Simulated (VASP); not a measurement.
Runs of VASP 6.6.1 on ZnSn2N3. The structure is that of space group R-3m (No. 166), or close to it. The cells are those of the table. 

```tsv
task	cell	k mesh	cutoff (eV)	gap on the mesh (eV)	pressure (GPa)	largest force (eV/Å)
single point	a = 5.259 Å, angles 61.4°, 6 atoms	6 × 6 × 6	520	none	(a)	0.23
single point	a = 4.394 Å, angles 85.1°, 6 atoms	6 × 6 × 6	520	none	0.4	0.03
single point	a = 4.400 Å, angles 85.0°, 6 atoms	12 × 12 × 12	520	none	0.3	0.03
relaxation of cell and atoms	relaxed from a = 5.259 Å, angles 61.4°, 6 atoms	6 × 6 × 6	600	none	0.2	0.01
```

Alike in all rows: level PBE; potentials or basis VASP PAW PBE potentials, release 64 (Zn, Sn_d, N); no spin polarisation; smearing gaussian 0.1 eV.

Task: Fill in the values left out.

Result: (a) -14.2.

Caveats: spin-orbit coupling is left out, which moves the levels of the heavy elements.

A k mesh can miss the band edges, and the runs leave out spin-orbit coupling on Sn.

A gap of «none» marks levels without a gap at the run's occupations.
